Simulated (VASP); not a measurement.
# Fe in VASP: a series of runs, part 2 of 2

VASP 6.6.1.

**5. Single point, PBE, collinear spin, ferromagnetic start**

INCAR reads:

```
PREC = Accurate
ENCUT = 520
EDIFF = 1E-6
ISMEAR = 0
SIGMA = 0.1
LREAL = False
LASPH = True
NELM = 150
ALGO = Fast
ISIF = 2
LWAVE = False
LCHARG = False
ISPIN = 2
MAGMOM = 4
LORBIT = 11
LMAXMIX = 4
GGA = PE
NBANDS = 14
```

KPOINTS reads:

```
regular mesh
0
Gamma
  4 4 4
```

POSCAR reads:

```
Fe
1.0
   -1.4315177495      1.4315177495      1.4315177495
    1.4315177495     -1.4315177495      1.4315177495
    1.4315177495      1.4315177495     -1.4315177495
Fe
1
Direct
    0.0000000000      0.0000000000      0.0000000000
```

Potentials or basis: VASP PAW PBE potentials, release 64 (Fe).

Launch:

```bash
$ cat potpaw_PBE.64/Fe/POTCAR > POTCAR
$ mpirun -np 1 vasp_std > vasp.out
```

OUTCAR:

```text
PREC = Accurate
   ENCUT = 520
   EDIFF = 1E-6
   ISMEAR = 0
   LREAL = False
   LASPH = True
   NELM = 150
   ISIF = 2
   ISPIN = 2
   LORBIT = 11
   GGA = PE

 ion  position               nearest neighbor table
   1  0.000  0.000  0.000-

  LATTYP: Found a body centered cubic cell.
 ALAT       =     2.8630354990

  Lattice vectors:

 A1 = (  -1.4315177495,   1.4315177495,   1.4315177495)
 A2 = (   1.4315177495,  -1.4315177495,   1.4315177495)
[... 460 lines left out ...]
  --------------------------------------------------------------------------------------
  -------------------------------------------------------------------------------------
  Total       -0.7430209     -0.7430209     -0.7430209     -0.0000000     -0.0000000      0.0000000
  in kB     -101.4521895   -101.4521895   -101.4521895     -0.0000000     -0.0000000      0.0000000
  external PRESSURE =    -101.4521895 kB  Pullay stress =       0.0000000 kB

 VOLUME and BASIS-vectors are now :
 -----------------------------------------------------------------------------
  energy-cutoff  :      520.00
  volume of cell :       11.73
      direct lattice vectors                 reciprocal lattice vectors
    -1.431517749  1.431517749  1.431517749     0.000000000  0.349279637  0.349279637
     1.431517749 -1.431517749  1.431517749     0.349279637  0.000000000  0.349279637
     1.431517749  1.431517749 -1.431517749     0.349279637  0.349279637  0.000000000

 POSITION                                       TOTAL-FORCE (eV/Angst)
 -----------------------------------------------------------------------------------
      0.00000      0.00000      0.00000        -0.000000      0.000000     -0.000000
 -----------------------------------------------------------------------------------
    total drift:                                0.000000      0.000000      0.000000

  FREE ENERGIE OF THE ION-ELECTRON SYSTEM (eV)
  ---------------------------------------------------
  free  energy   TOTEN  =        -8.2267633353 eV

  energy  without entropy=       -8.2230001383  energy(sigma->0) =       -8.22488174

 total charge

# of ion       s       p       d       tot
------------------------------------------
    1        0.484   0.471   6.264   7.219

 magnetization (x)

# of ion       s       p       d       tot
------------------------------------------
    1        0.001  -0.039   2.034   1.996
```

Wall time 9.3 s (1 thread of Intel Xeon 8259CL, shared host); peak memory 0.12 GiB.

Results:

| Quantity | Value |
| --- | --- |
| Free energy | -8.2268 eV |
| Pressure | -10.1 GPa |
| Band gap on the k mesh | zero (filled and empty bands overlap) |
| Net moment | 2.00 μB per cell |
| Site moments | Fe +2.00 μB |
| Valence electrons inside the program's atomic spheres | Fe 7.22 |

Caveat: the k points lie up to 0.78 Å⁻¹ apart.

**6. Single point, RPBE, collinear spin, ferromagnetic start**

This run uses another cell than the first one, of 11.80 Å³/atom, 1.005 times its volume.

INCAR reads:

```
SYSTEM = Fe
PREC     = Accurate       ! precision mode
ENCUT    = 520            ! plane-wave cutoff, eV
EDIFF    = 1E-6           ! SCF threshold, eV
ISMEAR   = 0              ! smearing method
SIGMA    = 0.1            ! smearing width, eV
LREAL    = .FALSE.        ! projectors in reciprocal space
LASPH    = .TRUE.         ! aspherical terms in the spheres
NELM     = 150            ! most SCF steps
ALGO     = Fast           ! electronic algorithm
ISIF     = 2              ! what is computed and relaxed
LWAVE    = .FALSE.        ! write WAVECAR
LCHARG   = .TRUE.         ! write CHGCAR
ISPIN    = 2              ! spin polarisation
MAGMOM   = 4              ! initial moments
LORBIT   = 11             ! projections on sites
LMAXMIX  = 4              ! l up to which the mixer works
GGA      = RP             ! functional
LELF     = .TRUE.         ! ELF
LVHAR    = .TRUE.       
NBANDS   = 14             ! bands
NELECT   = 7.75
```

KPOINTS reads:

```
Automatic mesh
0
Gamma
  2 2 2
  0.5 0.5 0.5
```

POSCAR reads:

```
Fe
1.0
   -1.4553509960      1.4208034715      1.4180298461
    1.4434927245     -1.4441138850      1.4294819881
    1.4519133192      1.4406762082     -1.4413402596
Fe
1
Direct
    0.0000000000      0.0000000000      0.0000000000
```

Potentials or basis: VASP PAW PBE potentials, release 64 (Fe).

Launch:

```bash
$ cat potpaw_PBE.64/Fe/POTCAR > POTCAR
$ mpirun -np 1 vasp_std > vasp.out
```

It took 9.4 s on 1 thread of Intel Xeon 8259CL, shared host; peak memory 0.13 GiB.

Results (log left out):

| Item | Value |
| --- | --- |
| Free energy | -8.7269 eV |
| Net moment | 3.25 μB per cell |
| Site moments | Fe +3.19 μB |
| Valence electrons inside the program's atomic spheres | Fe 6.92 |

Levels at points of the mesh, in eV from the Fermi level:
Spin up:
```
           k point  band 3  band 4  band 5  band 6  band 7  band 8
(0.25, 0.25, 0.25)   -3.65   -1.23   -1.18    8.14    8.32    8.42
```
Spin down:
| k point | band 1 | band 2 | band 3 | band 4 | band 5 | band 6 |
| --- | --- | --- | --- | --- | --- | --- |
| (0.25, 0.25, 0.25) | -0.97 | -0.94 | -0.88 | 1.74 | 1.91 | 9.63 |

Caveat: the k points lie up to 1.57 Å⁻¹ apart; the cell carries a net charge on a neutralising background, which shifts energy and pressure; the cell is charged against a uniform background, so pressure and absolute levels hang on convention; the PAW data sets were made with another functional, which shifts forces and pressure a little.

**7. Summary**

```csv
cell,k mesh,smearing,further INCAR settings,gap on the mesh (eV),pressure (GPa),moment (μB)
"a = 2.479 Å, angles 109.5°, 1 atom",2 × 2 × 2,gaussian 0.1 eV,ALGO = Fast; EDIFF = 1e-06; NBANDS = 14,none,20.4,3.50
"a = 2.370 Å, angles 109.5°, 1 atom",4 × 4 × 4,gaussian 0.1 eV,ALGO = Fast; EDIFF = 1e-06; NBANDS = 14,none,18.8,1.82
"a = 2.479 Å, angles 109.5°, 1 atom",4 × 4 × 4,fermi-dirac 0.0861733 eV,ALGO = Fast; EDIFF = 1e-07; NBANDS = 14,none,-10.1,2.00
"a = 2.479 Å, angles 109.5°, 1 atom",4 × 4 × 4,gaussian 0.1 eV,ALGO = Fast; EDIFF = 1e-06; NBANDS = 14,none,-10.1,2.00
```

Alike in all rows: task single point; level PBE; potentials or basis VASP PAW PBE potentials, release 64 (Fe); spin collinear, ferromagnetic start; cutoff (eV) 520.

Caveats: all runs use coarse meshes.

Absolute energies hang on the potentials; compare differences alone.
